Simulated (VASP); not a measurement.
Input of a VASP 6.6.1 run:

File INCAR:

```
  ALGO = Normal
  EDIFF = 1E-6
  ENCUT = 520
  GGA = CA
  ISIF = 2
  ISMEAR = 0
  LASPH = T
  LCHARG = F
  LREAL = F
  LWAVE = F
  NBANDS = 11
  NELM = 80
  PREC = Accurate
  SIGMA = 0.15
```

File KPOINTS:

```
k-points
0
Gamma
  20 20 20
```

The input POSCAR:

```
Pd
1.0
    0.0000000000      1.9449000000      1.9449000000
    1.9449000000      0.0000000000      1.9449000000
    1.9449000000      1.9449000000      0.0000000000
Pd
1
Direct
    0.0000000000      0.0000000000      0.0000000000
```

Potentials or basis: VASP PAW LDA potentials, release 64 (Pd).

Run with:

```sh
$ cat potpaw_LDA.64/Pd/POTCAR > POTCAR
$ mpirun -np 1 vasp_std > vasp.out
```

Task: Predict the pressure.

Result: -7.7 GPa.

Task: Predict the band gap on the k mesh.

Result: Zero (band 5 reaches 9.92 eV, above the bottom of band 6 at 8.32 eV).
